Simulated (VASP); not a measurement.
# Re (P-3m1) in VASP: notebook

The runs below take Re through single point, with r2SCAN.

All numbers are computed with VASP 6.6.1; they aren't measurements. Logs are shortened: lines on timing, memory, paths and dates and some standing lists are left out, and cuts for length are marked.

**1. The cell of the first run**

The structure is trigonal, space group P-3m1 (No. 164). Conventional cell: a = 2.761 Å, b = 2.761 Å, c = 4.458 Å, α = 90.00°, β = 90.00°, γ = 120.00°. Within 3.4 Å of Re (site symmetry 3m) lie 12 Re at 2.58 to 2.91 Å.

**2. Single point, r2SCAN**

The input, POSCAR:

```
Re
1.0
    2.7608000000      0.0000000000      0.0000000000
   -1.3804000000      2.3909229300      0.0000000000
    0.0000000000      0.0000000000      4.4582000000
Re
2
Direct
    0.3333333333      0.6666666667      0.2051388453
    0.6666666667      0.3333333333      0.7500000000
```

The input, INCAR.step1:

```
SYSTEM = Re
PREC = Accurate
ENCUT = 660
ISMEAR = 0
SIGMA = 0.01
LREAL = .FALSE.
LASPH = .TRUE.
NELM = 120
NBANDS = 14
GGA = PE
ALGO = Normal
EDIFF = 1E-5
LWAVE = .TRUE.
LCHARG = .FALSE.
GGA_COMPAT = .FALSE.
```

The input, INCAR.step2:

```
SYSTEM = Re
PREC = Accurate
ENCUT = 660
EDIFF = 1E-6
ISMEAR = 0
SIGMA = 0.01
LREAL = .FALSE.
LASPH = .TRUE.
NELM = 120
ALGO = Normal
ISIF = 2
LWAVE = .FALSE.
LCHARG = .FALSE.
METAGGA = R2SCAN
LMIXTAU = .TRUE.
NBANDS = 14
ISTART = 1
GGA_COMPAT = .FALSE.
```

The input, KPOINTS:

```
Automatic mesh
0
Gamma
  7 7 4
  0 0 0.5
```

Potentials or basis: VASP PAW PBE potentials, release 64 (Re).

Launch:

```console
$ cat potpaw_PBE.64/Re/POTCAR > POTCAR
$ cp INCAR.step1 INCAR
$ mpirun -np 1 vasp_std > vasp.out
$ cp INCAR.step2 INCAR
$ mpirun -np 1 vasp_std > vasp.out
```

OUTCAR:

```text
SYSTEM = Re
   PREC = Accurate
   ENCUT = 660
   EDIFF = 1E-6
   ISMEAR = 0
   LREAL = .FALSE.
   LASPH = .TRUE.
   NELM = 120
   ISIF = 2
   METAGGA = R2SCAN
   ISTART = 1

 ion  position               nearest neighbor table
   1  0.333  0.667  0.205-   2 2.58   2 2.58   2 2.58   2 2.91   2 2.91   2 2.91
   2  0.667  0.333  0.750-   1 2.58   1 2.58   1 2.58   1 2.91   1 2.91   1 2.91

  LATTYP: Found a hexagonal cell.
 ALAT       =     2.7608000000
 C/A-ratio  =     1.6148217908

  Lattice vectors:

 A1 = (   2.7608000000,   0.0000000000,   0.0000000000)
 A2 = (  -1.3804000000,   2.3909229300,   0.0000000000)
 A3 = (   0.0000000000,   0.0000000000,   4.4582000000)

Analysis of symmetry for initial positions (statically):
=====================================================================
 Subroutine PRICEL returns:
 Original cell was already a primitive cell.

 Routine SETGRP: Setting up the symmetry group for a
 hexagonal supercell.

 Subroutine GETGRP returns: Found 12 space group operations
 (whereof  6 operations were pure point group operations)
 out of a pool of 24 trial point group operations.

The static configuration has the point symmetry C_3v.
 The point group associated with its full space group is D_3d.

Analysis of symmetry for dynamics (positions and initial velocities):
=====================================================================
 Subroutine PRICEL returns:
 Original cell was already a primitive cell.

 Routine SETGRP: Setting up the symmetry group for a
 hexagonal supercell.

 Subroutine GETGRP returns: Found 12 space group operations
 (whereof  6 operations were pure point group operations)
 out of a pool of 24 trial point group operations.

The dynamic configuration has the point symmetry C_3v.
 The point group associated with its full space group is D_3d.

 Subroutine INISYM returns: Found 12 space group operations
 (whereof  6 operations are pure point group operations),
 and found     1 'primitive' translations

----------------------------------------------------------------------------------------

                                     Primitive cell

  volume of cell :      29.4280

  direct lattice vectors                    reciprocal lattice vectors
     2.760800000  0.000000000  0.000000000     0.362213851  0.209124265  0.000000000
    -1.380400000  2.390922930  0.000000000     0.000000000  0.418248530  0.000000000
     0.000000000  0.000000000  4.458200000     0.000000000  0.000000000  0.224305774

  length of vectors
     2.760800000  2.760799996  4.458200000     0.418248529  0.418248530  0.224305774

  position of ions in fractional coordinates (direct lattice)
     0.333333333  0.666666667  0.205138845
     0.666666667  0.333333333  0.750000000

  ion indices of the primitive-cell ions
   primitive index   ion index
                 1           1
                 2           2

----------------------------------------------------------------------------------------

 KPOINTS: Automatic mesh

Automatic generation of k-mesh.
 Grid dimensions read from file:
 generate k-points for:    7    7    4

 Generating k-lattice:

  Cartesian coordinates                     Fractional coordinates (reciprocal lattice)
     0.051744836  0.029874895  0.000000000     0.142857143  0.000000000  0.000000000
     0.000000000  0.059749790  0.000000000     0.000000000  0.142857143  0.000000000
     0.000000000  0.000000000  0.056076443     0.000000000  0.000000000  0.250000000

  Length of vectors
     0.059749790  0.059749790  0.056076443

  Shift w.r.t. Gamma in fractional coordinates (k-lattice)
     0.000000000  0.000000000  0.500000000

 Subroutine IBZKPT returns following result:
 ===========================================

 Found     24 irreducible k-points:

 Following reciprocal coordinates:
            Coordinates               Weight
  0.000000  0.000000  0.125000      2.000000
  0.142857  0.000000  0.125000      6.000000
  0.000000  0.142857  0.125000      6.000000
  0.285714  0.000000  0.125000      6.000000
  0.000000  0.285714  0.125000      6.000000
  0.428571  0.000000  0.125000      6.000000
[... 16 lines left out ...]
  0.428571  0.142857  0.375000     12.000000
  0.285714  0.285714  0.375000     12.000000
   k-points           NKPTS =     24   k-points in BZ     NKDIM =     24   number of bands    NBANDS=     14
   number of dos      NEDOS =    301   number of ions     NIONS =      2
   total plane-waves  NPLWV =  23040
   dimension x,y,z NGX =    24 NGY =   24 NGZ =   40
   dimension x,y,z NGXF=    48 NGYF=   48 NGZF=   80
   ions per type =               2
   NGX,Y,Z   is equivalent  to a cutoff of  14.45, 14.45, 14.92 a.u.
   NGXF,Y,Z  is equivalent  to a cutoff of  28.90, 28.90, 29.83 a.u.
 SYSTEM =  Re
   PREC   = accura    normal or accurate (medium, high low for compatibility)
   ISTART =      1    job   : 0-new  1-cont  2-samecut
   ICHARG =      0    charge: 1-file 2-atom 10-const
   ISPIN  =      1    spin polarized calculation?
   LNONCOLLINEAR =      F non collinear calculations
   LSORBIT =      F    spin-orbit coupling
   LASPH  =      T    aspherical Exc in radial PAW
   ENCUT  =  660.0 eV  48.51 Ry    6.96 a.u.   5.78  5.78  9.34*2*pi/ulx,y,z
   NELM   =    120;   NELMIN=  2; NELMDL=  0     # of ELM steps
   EDIFF  = 0.1E-05   stopping-criterion for ELM
   LREAL  =      F    real-space projection
[... 7 lines left out ...]
   TEBEG  =    0.0;   TEEND  =   0.0 temperature during run
   PSTRESS=    0.0 pullay stress
   NELECT =      14.0000    total number of electrons
   NUPDOWN=      -1.0000    fix difference up-down
   EMIN   =  10.00;   EMAX   =-10.00  energy-range for DOS
   EFERMI =   0.00;   METHOD = LEGACY
   ISMEAR =     0;   SIGMA  =   0.01  broadening in eV -4-tet -1-fermi 0-gaus
   EFERMI_NEDOS =   21; number of points for ismear=-14 and -15
   IALGO  =     38    algorithm
   IMIX   =      4    mixing-type and parameters
     AMIX     =   0.40;   BMIX     =  1.00
     AMIX_MAG =   1.60;   BMIX_MAG =  1.00
  volume/ion in A,a.u.               =      14.71        99.29
  Fermi-wavevector in a.u.,A,eV,Ry     =   1.278000  2.415070 22.222174  1.633284
  Thomas-Fermi vector in A             =   2.410568
   LORBIT       =      0    0 simple, 1 ext, 2 COOP (PROOUT), +10 PAW based schemes
   METAGGA = R2SCAN    functional components
   LHFCALC =     F    Hartree Fock is set to
   AEXX    =    0.0000 exact exchange contribution
   IVDW    =     0    specifies the selected vdW correction
   LEPSILON=     F    determine dielectric tensor
   LRPA    =     F    only Hartree local field effects (RPA)
 non-spin polarized calculation
 Gauss-broadening in eV      SIGMA  =   0.01
  energy-cutoff  :      660.00
  volume of cell :       29.43
 maximum number of plane-waves:      1142
 NGX is ok and might be reduce to    24
   NGX = 11   NGY = 11   NGZ = 19

 number of electron      14.0000000 magnetization

 Free energy of the ion-electron system (eV)
  ---------------------------------------------------
  ext. energy  EPLUGINS =         0.00000000
  ---------------------------------------------------
  free energy    TOTEN  =      -104.82858208 eV

  energy without entropy =     -104.82842466  energy(sigma->0) =     -104.82850337

 E-fermi :   7.4371     XC(G=0): -14.9486

 val. band max:        7.4340407934   @ k =   0.4286   0.0000   0.3750
 cond. band min:       7.7474813525   @ k =   0.1429   0.1429   0.3750
 fundamental gap:      0.3134405591
 Fermi energy:         7.4370865031

 k-point     1 :       0.0000    0.0000    0.1250
  band No.  band energies     occupation
      1      -2.4392      2.00000
      2       0.6603      2.00000
      3       5.8027      2.00000
      4       5.8027      2.00000
      5       5.8356      2.00000
      6       6.4321      2.00000
      7       6.4321      2.00000
      8       8.1859      0.00000
      9       8.4513      0.00000
     10       8.4513      0.00000
     11      11.4138      0.00000
     12      11.4138      0.00000
     13      18.1794      0.00000
     14      22.1999      0.00000

 k-point     2 :       0.1429    0.0000    0.1250
  band No.  band energies     occupation
      1      -1.6072      2.00000
      2       1.4133      2.00000
      3       4.6553      2.00000
      4       5.3182      2.00000
      5       6.3269      2.00000
      6       6.5137      2.00000
      7       7.1089      2.00000
      8       7.1769      2.00000
      9       8.1837      0.00000
     10       8.1912      0.00000
     11      11.7175      0.00000
     12      13.4137      0.00000
     13      18.5244      0.00000
     14      23.7548      0.00000

 k-point     3 :       0.0000    0.1429    0.1250
  band No.  band energies     occupation
      1      -1.6026      2.00000
      2       1.4256      2.00000
      3       4.7156      2.00000
      4       5.5229      2.00000
      5       6.3182      2.00000
      6       6.4634      2.00000
      7       6.7437      2.00000
      8       6.9066      2.00000
      9       8.2284      0.00000
     10       8.4453      0.00000
     11      11.7478      0.00000
     12      13.5810      0.00000
     13      18.5570      0.00000
     14      23.8970      0.00000
[... 324 lines left out ...]
 k-point    23 :       0.4286    0.1429    0.3750
  band No.  band energies     occupation
      1       1.3519      2.00000
      2       2.1020      2.00000
      3       3.0855      2.00000
      4       4.5325      2.00000
      5       5.3072      2.00000
      6       7.2414      2.00000
      7       7.9554      0.00000
      8       9.4491      0.00000
      9      11.1355      0.00000
     10      12.1098      0.00000
     11      14.1048      0.00000
     12      15.0927      0.00000
     13      18.2118      0.00000
     14      19.5463      0.00000

 k-point    24 :       0.2857    0.2857    0.3750
  band No.  band energies     occupation
      1       2.4507      2.00000
      2       2.6425      2.00000
      3       3.5508      2.00000
      4       4.4928      2.00000
      5       5.0435      2.00000
      6       5.7425      2.00000
      7       6.9274      2.00000
      8       8.8705      0.00000
      9      10.9796      0.00000
     10      11.8588      0.00000
     11      15.4314      0.00000
     12      16.5758      0.00000
     13      18.5855      0.00000
     14      19.7973      0.00000

------------------------ aborting loop because EDIFF is reached ----------------------------------------

  FORCE on cell =-STRESS in cart. coord.  units (eV):
  Direction    XX          YY          ZZ          XY          YZ          ZX
  --------------------------------------------------------------------------------------
  -------------------------------------------------------------------------------------
  Total        0.5549686      0.5549686      2.5603533      0.0000000     -0.0000000      0.0000000
  in kB       30.2147443     30.2147442    139.3960314      0.0000000     -0.0000000      0.0000000
  external PRESSURE =      66.6085066 kB  Pullay stress =       0.0000000 kB

 VOLUME and BASIS-vectors are now :
 -----------------------------------------------------------------------------
  energy-cutoff  :      660.00
  volume of cell :       29.43
      direct lattice vectors                 reciprocal lattice vectors
     2.760800000  0.000000000  0.000000000     0.362213851  0.209124265  0.000000000
    -1.380400000  2.390922930  0.000000000     0.000000000  0.418248530  0.000000000
     0.000000000  0.000000000  4.458200000     0.000000000  0.000000000  0.224305774

 POSITION                                       TOTAL-FORCE (eV/Angst)
 -----------------------------------------------------------------------------------
     -0.00000      1.59395      0.91455        -0.000000     -0.000000      1.950473
      1.38040      0.79697      3.34365         0.000000      0.000000     -1.950473
 -----------------------------------------------------------------------------------
    total drift:                               -0.000000      0.000000     -0.000001

  FREE ENERGIE OF THE ION-ELECTRON SYSTEM (eV)
  ---------------------------------------------------
  free  energy   TOTEN  =      -104.8285820752 eV

  energy  without entropy=     -104.8284246639  energy(sigma->0) =     -104.82850337
```

Run time: 82 s. Hardware: 1 thread of Intel Xeon 8259CL, shared host; peak memory 0.17 GiB.

Results:

- Free energy: -104.8286 eV
- Pressure: 6.7 GPa
- Largest force: 1.950 eV/Å
- Band gap on the k mesh: zero (bands 7 and 8 overlap by 2.40 eV)

Forces in eV/Å, atoms in the order of the input:
```
Re   0.000  0.000  1.950
Re   0.000  0.000 -1.950
```

Stress tensor (GPa, compression positive):
```
 3.02  0.00  0.00
 0.00  3.02  0.00
 0.00  0.00 13.94
```

Caveat: the k points lie up to 0.38 Å⁻¹ apart, too coarse for converged energies and pressures of a metal; the PAW data sets were made with another functional, which shifts forces and pressure a little; spin-orbit coupling is left out, which moves the levels of the heavy elements.

**3. Single point, r2SCAN**

Changes to POSCAR since step 2:

```diff
@@ -8,3 +8,3 @@
 Direct
-    0.3333333333      0.6666666667      0.2051388453
+    0.3333333333      0.6666666667      0.2948611547
     0.6666666667      0.3333333333      0.7500000000
```

The input, INCAR.step1:

```
PREC = Accurate
ENCUT = 660
ISMEAR = 0
SIGMA = 0.01
LREAL = F
LASPH = T
NELM = 120
NBANDS = 14
GGA = PE
ALGO = Normal
EDIFF = 1E-5
LWAVE = T
LCHARG = F
GGA_COMPAT = F
```

The input, INCAR.step2:

```
PREC = Accurate
ENCUT = 660
EDIFF = 1E-6
ISMEAR = 0
SIGMA = 0.01
LREAL = F
LASPH = T
NELM = 120
ALGO = Normal
ISIF = 2
LWAVE = F
LCHARG = F
METAGGA = R2SCAN
LMIXTAU = T
NBANDS = 14
ISTART = 1
GGA_COMPAT = F
```

KPOINTS is that of step 2.

Potentials or basis: VASP PAW PBE potentials, release 64 (Re).

Launch:

```console
$ cat potpaw_PBE.64/Re/POTCAR > POTCAR
$ cp INCAR.step1 INCAR
$ mpirun -np 1 vasp_std > vasp.out
$ cp INCAR.step2 INCAR
$ mpirun -np 1 vasp_std > vasp.out
```

Run time: 59 s. Hardware: 1 thread of Intel Xeon 8259CL, shared host; peak memory 0.17 GiB.

Results (log left out):

```yaml
Free_energy: -104.8286 eV
Pressure: 6.7 GPa
Largest_force: 1.950 eV/Å
Band_gap_on_the_k_mesh: zero (bands 7 and 8 overlap by 2.40 eV)
```

Forces on the atoms (eV/Å):
```
Re   0.000  0.000 -1.950
Re   0.000  0.000  1.950
```

Stress tensor (GPa, compression positive):
```
 3.02  0.00  0.00
 0.00  3.02  0.00
 0.00  0.00 13.94
```

Levels at points of the mesh, in eV from the Fermi level:
```csv
k point,band 3,band 4,band 5,band 6,band 7,band 8,band 9,band 10,band 11,band 12
"(0.00, 0.00, 0.12)",-1.63,-1.63,-1.60,-1.00,-1.00,0.75,1.01,1.01,3.98,3.98
```

Caveat: the k points lie up to 0.38 Å⁻¹ apart, too coarse for converged energies and pressures of a metal; the PAW data sets were made with another functional, which shifts forces and pressure a little; spin-orbit coupling is left out, which moves the levels of the heavy elements.
